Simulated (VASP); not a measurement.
# Hf (Im-3m) in VASP: further runs

The runs below take Hf through single point, relaxation of cell and atoms, with LDA.

All numbers are computed with VASP 6.6.1; they aren't measurements. Logs are shortened: lines on timing, memory, paths and dates and some standing lists are left out, and cuts for length are marked.

## (1) The cell of the first run

Symmetry: Im-3m, No. 229, cubic system. The conventional cell has a = 3.444 Å, b = 3.444 Å, c = 3.444 Å, α = 90.00°, β = 90.00°, γ = 90.00°. Within 3.9 Å of Hf (site symmetry m-3m) lie 14 Hf at 2.98 to 3.44 Å.

## (2) Single point, LDA

INCAR

```
  ALGO = Normal
  EDIFF = 1E-6
  ENCUT = 520
  GGA = CA
  ISIF = 2
  ISMEAR = -1
  LASPH = T
  LCHARG = T
  LELF = T
  LREAL = F
  LVHAR = T
  LWAVE = F
  NBANDS = 11
  NELM = 100
  PREC = Accurate
  SIGMA = 0.05
```

KPOINTS

```
k-points
0
Gamma
  10 10 10
```

POSCAR

```
Hf
1.0
   -1.7220929921      1.7220929921      1.7220929921
    1.7220929921     -1.7220929921      1.7220929921
    1.7220929921      1.7220929921     -1.7220929921
Hf
1
Direct
    0.0000000000      0.0000000000      0.0000000000
```

Potentials or basis: VASP PAW LDA potentials, release 64 (Hf_pv).

The run is started by

```console
> cat potpaw_LDA.64/Hf_pv/POTCAR > POTCAR
> mpirun -np 1 vasp_std > vasp.out
```

OUTCAR:

```text
EDIFF = 1E-6
   ENCUT = 520
   GGA = CA
   ISIF = 2
   ISMEAR = -1
   LASPH = T
   LREAL = F
   NELM = 100
   PREC = Accurate

 ion  position               nearest neighbor table
   1  0.000  0.000  0.000-

  LATTYP: Found a body centered cubic cell.
 ALAT       =     3.4441859842

  Lattice vectors:

 A1 = (  -1.7220929921,   1.7220929921,   1.7220929921)
 A2 = (   1.7220929921,  -1.7220929921,   1.7220929921)
 A3 = (   1.7220929921,   1.7220929921,  -1.7220929921)

Analysis of symmetry for initial positions (statically):
=====================================================================
 Subroutine PRICEL returns:
 Original cell was already a primitive cell.

 Routine SETGRP: Setting up the symmetry group for a
 body centered cubic supercell.

 Subroutine GETGRP returns: Found 48 space group operations
[... 9 lines left out ...]

 Routine SETGRP: Setting up the symmetry group for a
 body centered cubic supercell.

 Subroutine GETGRP returns: Found 48 space group operations
[... 11 lines left out ...]
                                     Primitive cell

  volume of cell :      20.4282

  direct lattice vectors                    reciprocal lattice vectors
    -1.722092992  1.722092992  1.722092992     0.000000000  0.290344367  0.290344367
     1.722092992 -1.722092992  1.722092992     0.290344367  0.000000000  0.290344367
     1.722092992  1.722092992 -1.722092992     0.290344367  0.290344367  0.000000000

  length of vectors
     2.982752558  2.982752558  2.982752558     0.410608942  0.410608942  0.410608942

  position of ions in fractional coordinates (direct lattice)
     0.000000000  0.000000000  0.000000000

  ion indices of the primitive-cell ions
   primitive index   ion index
                 1           1

----------------------------------------------------------------------------------------

 KPOINTS: k-points

Automatic generation of k-mesh.
 Grid dimensions read from file:
 generate k-points for:   10   10   10

 Generating k-lattice:

  Cartesian coordinates                     Fractional coordinates (reciprocal lattice)
     0.000000000  0.029034437  0.029034437     0.100000000  0.000000000  0.000000000
     0.029034437  0.000000000  0.029034437     0.000000000  0.100000000  0.000000000
     0.029034437  0.029034437  0.000000000     0.000000000  0.000000000  0.100000000

  Length of vectors
     0.041060894  0.041060894  0.041060894

  Shift w.r.t. Gamma in fractional coordinates (k-lattice)
     0.000000000  0.000000000  0.000000000

 Subroutine IBZKPT returns following result:
 ===========================================

 Found     47 irreducible k-points:

 Following reciprocal coordinates:
            Coordinates               Weight
  0.000000  0.000000  0.000000      1.000000
  0.100000  0.000000  0.000000     12.000000
  0.200000  0.000000  0.000000     12.000000
  0.300000  0.000000  0.000000     12.000000
  0.400000  0.000000  0.000000     12.000000
  0.500000  0.000000  0.000000      6.000000
[... 16 lines left out ...]
  0.300000  0.300000  0.100000      8.000000
 -0.300000  0.300000  0.100000     24.000000
 [... further k-points ...]
   k-points           NKPTS =     47   k-points in BZ     NKDIM =     47   number of bands    NBANDS=     11
   number of dos      NEDOS =    301   number of ions     NIONS =      1
   total plane-waves  NPLWV =  13824
   dimension x,y,z NGX =    24 NGY =   24 NGZ =   24
   dimension x,y,z NGXF=    48 NGYF=   48 NGZF=   48
   ions per type =               1
   NGX,Y,Z   is equivalent  to a cutoff of  13.38, 13.38, 13.38 a.u.
   NGXF,Y,Z  is equivalent  to a cutoff of  26.75, 26.75, 26.75 a.u.
 SYSTEM =  unknown system
   PREC   = accura    normal or accurate (medium, high low for compatibility)
   ISTART =      0    job   : 0-new  1-cont  2-samecut
   ICHARG =      2    charge: 1-file 2-atom 10-const
   ISPIN  =      1    spin polarized calculation?
   LNONCOLLINEAR =      F non collinear calculations
   LSORBIT =      F    spin-orbit coupling
   LASPH  =      T    aspherical Exc in radial PAW
   ENCUT  =  520.0 eV  38.22 Ry    6.18 a.u.   5.55  5.55  5.55*2*pi/ulx,y,z
   NELM   =    100;   NELMIN=  2; NELMDL= -5     # of ELM steps
   EDIFF  = 0.1E-05   stopping-criterion for ELM
   LREAL  =      F    real-space projection
   EDIFFG = 0.1E-04   stopping-criterion for IOM
   NSW    =      0    number of steps for IOM
   IBRION =     -1    ionic relax: 0-MD 1-quasi-New 2-CG
   NFREE  =      0    steps in history (QN), initial steepest desc. (CG)
   ISIF   =      2    stress and relaxation
   ISYM   =      2    0-nonsym 1-usesym 2-fastsym
   POTIM  = 0.5000    time-step for ionic-motion
   TEBEG  =    0.0;   TEEND  =   0.0 temperature during run
   PSTRESS=    0.0 pullay stress
   NELECT =      10.0000    total number of electrons
   NUPDOWN=      -1.0000    fix difference up-down
   EMIN   =  10.00;   EMAX   =-10.00  energy-range for DOS
   EFERMI =   0.00;   METHOD = LEGACY
   ISMEAR =    -1;   SIGMA  =   0.05  broadening in eV -4-tet -1-fermi 0-gaus
   EFERMI_NEDOS =   21; number of points for ismear=-14 and -15
   IALGO  =     38    algorithm
   IMIX   =      4    mixing-type and parameters
     AMIX     =   0.40;   BMIX     =  1.00
     AMIX_MAG =   1.60;   BMIX_MAG =  1.00
  volume/ion in A,a.u.               =      20.43       137.86
  Fermi-wavevector in a.u.,A,eV,Ry     =   1.290223  2.438169 22.649296  1.664676
  Thomas-Fermi vector in A             =   2.422068
   LORBIT       =      0    0 simple, 1 ext, 2 COOP (PROOUT), +10 PAW based schemes
   GGA     = CA    functional components
   LHFCALC =     F    Hartree Fock is set to
   AEXX    =    0.0000 exact exchange contribution
   IVDW    =     0    specifies the selected vdW correction
   LEPSILON=     F    determine dielectric tensor
   LRPA    =     F    only Hartree local field effects (RPA)
 non-spin polarized calculation
  energy-cutoff  :      520.00
  volume of cell :       20.43
 maximum number of plane-waves:       586
 NGX is ok and might be reduce to    24
   NGX = 11   NGY = 11   NGZ = 11

 number of electron      10.0000001 magnetization

 Free energy of the ion-electron system (eV)
  ---------------------------------------------------
  ext. energy  EPLUGINS =         0.00000000
  ---------------------------------------------------
  free energy    TOTEN  =       -10.55554054 eV

  energy without entropy =      -10.54131048  energy(sigma->0) =      -10.54842551

 E-fermi :   5.1414     XC(G=0): -11.8872

 val. band max:        5.1323093232   @ k =   0.3000   0.2000   0.1000
 cond. band min:       5.2048866652   @ k =   0.3000   0.2000  -0.0000
 fundamental gap:      0.0725773421
 Fermi energy:         5.1414400881

 k-point     1 :       0.0000    0.0000    0.0000
  band No.  band energies     occupation
      1     -24.2278      2.00000
      2     -24.2278      2.00000
      3     -24.2278      2.00000
      4      -2.1621      2.00000
      5       6.5990      0.00000
      6       6.5990      0.00000
      7       6.5990      0.00000
      8       9.6656      0.00000
      9       9.6656      0.00000
     10      17.7411      0.00000
     11      18.8945      0.00000

 k-point     2 :       0.1000    0.0000    0.0000
  band No.  band energies     occupation
      1     -24.3450      2.00000
      2     -24.2634      2.00000
      3     -24.2286      2.00000
      4      -1.7520      2.00000
      5       6.3178      0.00000
      6       6.4750      0.00000
      7       7.0079      0.00000
      8       9.2541      0.00000
      9       9.6620      0.00000
     10      17.7408      0.00000
     11      19.2767      0.00000

 k-point     3 :       0.2000    0.0000    0.0000
  band No.  band energies     occupation
      1     -24.6410      2.00000
      2     -24.3553      2.00000
      3     -24.2306      2.00000
      4      -0.6608      2.00000
      5       5.6734      0.00005
      6       5.9286      0.00000
      7       8.1974      0.00000
      8       8.9905      0.00000
      9       9.7288      0.00000
     10      17.7393      0.00000
     11      19.6809      0.00000

 k-point     4 :       0.3000    0.0000    0.0000
  band No.  band energies     occupation
      1     -24.9880      2.00000
      2     -24.4667      2.00000
      3     -24.2332      2.00000
      4       0.6267      2.00000
      5       5.0051      1.87725
      6       5.4606      0.00337
      7       9.3250      0.00000
      8       9.9824      0.00000
      9      10.0415      0.00000
     10      17.7323      0.00000
     11      18.4413      0.00000

 k-point     5 :       0.4000    0.0000    0.0000
  band No.  band energies     occupation
      1     -25.2552      2.00000
      2     -24.5550      2.00000
      3     -24.2353      2.00000
      4       1.3228      2.00000
      5       4.5358      1.99999
      6       5.9983      0.00000
      7       9.6177      0.00000
      8      10.3896      0.00000
      9      12.2038      0.00000
     10      16.8050      0.00000
     11      17.3686      0.00000

 k-point     6 :       0.5000    0.0000    0.0000
  band No.  band energies     occupation
      1     -25.3544      2.00000
      2     -24.5883      2.00000
      3     -24.2362      2.00000
      4       1.4306      2.00000
      5       4.3695      2.00000
      6       6.6981      0.00000
      7       9.5383      0.00000
      8      10.6270      0.00000
      9      13.4704      0.00000
     10      16.1016      0.00000
     11      16.5193      0.00000

 k-point     7 :       0.1000    0.1000    0.0000
  band No.  band energies     occupation
      1     -24.5486      2.00000
      2     -24.3037      2.00000
      3     -24.2562      2.00000
      4      -0.9926      2.00000
      5       5.9425      0.00000
      6       6.0085      0.00000
      7       7.8651      0.00000
      8       8.7925      0.00000
      9       9.8546      0.00000
     10      17.7400      0.00000
     11      19.8632      0.00000

 k-point     8 :       0.2000    0.1000   -0.0000
  band No.  band energies     occupation
      1     -24.8490      2.00000
      2     -24.4152      2.00000
      3     -24.2693      2.00000
      4       0.2695      2.00000
      5       5.2660      0.15305
      6       5.4160      0.00821
      7       8.7746      0.00000
      8       9.4480      0.00000
      9      10.1639      0.00000
     10      17.7362      0.00000
     11      19.4325      0.00000
[... 141 lines left out ...]
 k-point    19 :      -0.1000    0.1000    0.1000
  band No.  band energies     occupation
      1     -24.3841      2.00000
      2     -24.2996      2.00000
      3     -24.2996      2.00000
      4      -1.3531      2.00000
      5       6.4784      0.00000
      6       6.4784      0.00000
      7       6.9951      0.00000
      8       8.3066      0.00000
      9      10.1467      0.00000
     10      17.7404      0.00000
     11      20.3413      0.00000

 k-point    20 :       0.2000    0.2000    0.1000
  band No.  band energies     occupation
      1     -25.1316      2.00000
      2     -24.5780      2.00000
      3     -24.4096      2.00000
      4       2.6332      2.00000
      5       4.3498      2.00000
      6       4.5616      1.99998
      7       9.9688      0.00000
      8      10.4862      0.00000
      9      13.5702      0.00000
     10      16.1399      0.00000
     11      17.7606      0.00000

 k-point    21 :       0.3000    0.2000    0.1000
  band No.  band energies     occupation
      1     -25.1267      2.00000
      2     -24.7378      2.00000
      3     -24.4377      2.00000
      4       3.1315      2.00000
      5       4.2656      2.00000
      6       5.1323      1.09105
      7      10.2000      0.00000
      8      10.6657      0.00000
      9      13.6629      0.00000
     10      15.3587      0.00000
     11      17.7514      0.00000

 k-point    22 :      -0.2000    0.2000    0.1000
  band No.  band energies     occupation
      1     -24.6431      2.00000
      2     -24.3931      2.00000
      3     -24.3195      2.00000
      4      -0.2894      2.00000
      5       6.0083      0.00000
      6       6.0206      0.00000
      7       7.7283      0.00000
      8       8.0524      0.00000
      9      10.4783      0.00000
     10      17.7384      0.00000
     11      20.1372      0.00000

 k-point    23 :       0.3000    0.3000    0.1000
  band No.  band energies     occupation
      1     -24.9477      2.00000
      2     -24.9477      2.00000
      3     -24.4724      2.00000
      4       3.5338      2.00000
      5       4.7091      1.99965
      6       4.7091      1.99965
      7      10.5593      0.00000
      8      10.5593      0.00000
      9      12.4902      0.00000
     10      16.9762      0.00000
     11      16.9762      0.00000

 k-point    24 :      -0.3000    0.3000    0.1000
  band No.  band energies     occupation
      1     -24.9721      2.00000
      2     -24.5063      2.00000
      3     -24.3181      2.00000
      4       0.9866      2.00000
      5       5.2727      0.13510
      6       5.3860      0.01490
      7       8.2249      0.00000
      8       9.8922      0.00000
      9      10.6210      0.00000
     10      17.7178      0.00000
     11      18.1611      0.00000

 [... further k-points ...]
[... 5 lines left out ...]
  --------------------------------------------------------------------------------------
  -------------------------------------------------------------------------------------
  Total        0.0114158      0.0114158      0.0114158      0.0000000      0.0000000     -0.0000000
  in kB        0.8953371      0.8953371      0.8953371      0.0000000      0.0000000     -0.0000000
  external PRESSURE =       0.8953371 kB  Pullay stress =       0.0000000 kB

 VOLUME and BASIS-vectors are now :
 -----------------------------------------------------------------------------
  energy-cutoff  :      520.00
  volume of cell :       20.43
      direct lattice vectors                 reciprocal lattice vectors
    -1.722092992  1.722092992  1.722092992     0.000000000  0.290344367  0.290344367
     1.722092992 -1.722092992  1.722092992     0.290344367  0.000000000  0.290344367
     1.722092992  1.722092992 -1.722092992     0.290344367  0.290344367  0.000000000

 POSITION                                       TOTAL-FORCE (eV/Angst)
 -----------------------------------------------------------------------------------
      0.00000      0.00000      0.00000        -0.000000      0.000000      0.000000
 -----------------------------------------------------------------------------------
    total drift:                                0.000000      0.000000      0.000000

  FREE ENERGIE OF THE ION-ELECTRON SYSTEM (eV)
  ---------------------------------------------------
  free  energy   TOTEN  =       -10.5555405373 eV

  energy  without entropy=      -10.5413104760  energy(sigma->0) =      -10.54842551
```

It took 6.6 s on 1 thread of Intel Xeon 8259CL, shared host; peak memory 0.13 GiB.

What came out:

```
Free energy            : -10.5555 eV
Pressure               : 0.1 GPa
Band gap on the k mesh : zero (band 5 reaches 6.60 eV, above the bottom of band 6 at 4.26 eV)
```

Caveat: spin-orbit coupling is left out, which moves the levels of the heavy elements.

## (3) Relaxation of cell and atoms, LDA

This run uses another cell than the first one, of 23.52 Å³/atom, 1.151 times its volume.

INCAR

```
ALGO = Normal
EDIFF = 1E-6
EDIFFG = -0.02
ENCUT = 600
GGA = CA
IBRION = 2
ISIF = 3
ISMEAR = -1
LASPH = T
LCHARG = F
LREAL = F
LWAVE = F
NELM = 80
NSW = 80
PREC = Accurate
SIGMA = 0.05
```

KPOINTS is that of step 2.

POSCAR

```
Hf
1.0
   -1.8050000000      1.8050000000      1.8050000000
    1.8050000000     -1.8050000000      1.8050000000
    1.8050000000      1.8050000000     -1.8050000000
Hf
1
Direct
    0.0000000000      0.0000000000      0.0000000000
```

Potentials or basis: VASP PAW LDA potentials, release 64 (Hf_pv).

The run is started by

```console
> cat potpaw_LDA.64/Hf_pv/POTCAR > POTCAR
> mpirun -np 1 vasp_std > vasp.out
```

Run time: 42 s. Hardware: 1 thread of Intel Xeon 8259CL, shared host; peak memory 0.16 GiB.

The run converged. Its results:

| Quantity | Value |
| --- | --- |
| Free energy | -10.5559 eV |
| Relaxed volume | 20.43 Å³/atom |
| Relaxed cell | a = 2.983 Å, b = 2.983 Å, c = 2.983 Å, α = 109.47°, β = 109.47°, γ = 109.47° |
| Space group after relaxing (to 0.05 Å) | Im-3m (No. 229) |
| Energy gained by relaxing | 133.2 meV/atom |
| Ionic steps | 4 |
| Pressure after relaxing | 0.1 GPa |
| Band gap on the k mesh | zero (band 5 reaches 6.60 eV, above the bottom of band 6 at 4.26 eV) |

The path:
| step | energy change (eV) | largest force (eV/Å) | pressure (GPa) | volume (Å³) |
| --- | --- | --- | --- | --- |
| 1 | 0.0000 | 0.0000 | -12.62 | 23.52 |
| 2 | 0.0100 | 0.0000 | 19.24 | 17.76 |
| 3 | -0.1331 | 0.0000 | -0.23 | 20.49 |
| 4 | -0.1332 | 0.0000 | 0.06 | 20.43 |

Final structure:
```
CELL_PARAMETERS angstrom
-1.72214 1.72214 1.72214
1.72214 -1.72214 1.72214
1.72214 1.72214 -1.72214
ATOMIC_POSITIONS crystal
Hf 0.00000 0.00000 0.00000
```

Levels at points of the mesh, in eV from the Fermi level:
```tsv
k point	band 3	band 4	band 5	band 6	band 7	band 8
(0.00, 0.00, 0.00)	-29.37	-7.30	1.46	1.46	1.46	4.52
(0.50, 0.00, 0.00)	-29.38	-3.71	-0.77	1.56	4.40	5.49
(0.50, 0.50, 0.50)	-30.15	-3.04	-3.04	7.37	7.37	7.37
```

Caveat: spin-orbit coupling is left out, which moves the levels of the heavy elements; the volume moved by -13 % from the deposited cell, more than functionals usually miss. LDA usually gives volumes a few per cent too small.

## (4) Relaxation of cell and atoms, LDA, target pressure 2 GPa, at which the enthalpy is minimised

This run uses another cell than the first one, of 23.52 Å³/atom, 1.151 times its volume.

INCAR

```
SYSTEM = Hf
ALGO = Normal
EDIFF = 1E-7
EDIFFG = -0.02
ENCUT = 600
GGA = CA
IBRION = 2
ISIF = 3
ISMEAR = -1
LASPH = .TRUE.
LCHARG = .FALSE.
LREAL = .FALSE.
LWAVE = .FALSE.
NELM = 80
NSW = 80
PREC = Accurate
PSTRESS = 20.0
SIGMA = 0.05
```

KPOINTS

```
k-points
0
G
  10 10 10
  0 0 0
```

POSCAR is that of step 3.

The run is started by

```console
> cat potpaw_LDA.64/Hf_pv/POTCAR > POTCAR
> mpirun -np 1 vasp_std > vasp.out
```

It took 53 s on 1 thread of Intel Xeon 8259CL, shared host; peak memory 0.16 GiB.

It converged, with:

```yaml
Free_energy: -10.5538 eV
Relaxed_volume: 20.09 Å³/atom
Relaxed_cell: a = 2.966 Å, b = 2.966 Å, c = 2.966 Å, α = 109.47°, β = 109.47°, γ = 109.47°
Space_group_after_relaxing_to_0.05_Å: Im-3m (No. 229)
Energy_change_on_relaxing_the_enthalpy_is_what_falls: -131.1 meV/atom
Ionic_steps: 4
Pressure_after_relaxing: 1.9 GPa
Band_gap_on_the_k_mesh: zero (band 5 reaches 6.73 eV, above the bottom of band 6 at 4.36 eV)
```

The path:
```tsv
step	energy change (eV)	largest force (eV/Å)	pressure (GPa)	volume (Å³)
1	0.0000	0.0000	-12.62	23.52
2	0.1290	0.0000	27.82	16.95
3	-0.1318	0.0000	1.53	20.16
4	-0.1311	0.0000	1.94	20.09
```

Final structure:
```yaml
crystal:
  lattice:
    - [-1.71259, 1.71259, 1.71259]
    - [1.71259, -1.71259, 1.71259]
    - [1.71259, 1.71259, -1.71259]
  atoms:
    - { symbol: Hf, position: [0.00000, 0.00000, 0.00000] }
```

Levels at points of the mesh, in eV from the Fermi level:
```
           k point  band 3  band 4  band 5  band 6  band 7  band 8
(0.00, 0.00, 0.00)  -29.31   -7.36    1.46    1.46    1.46    4.58
(0.50, 0.00, 0.00)  -29.32   -3.78   -0.81    1.63    4.46    5.57
(0.50, 0.50, 0.50)  -30.13   -3.13   -3.13    7.50    7.50    7.50
```

Caveat: the cell is relaxed towards a set pressure, so the enthalpy falls and the energy may rise; spin-orbit coupling is left out, which moves the levels of the heavy elements. LDA usually gives volumes a few per cent too small.

(Continued in part 2 of 2.)
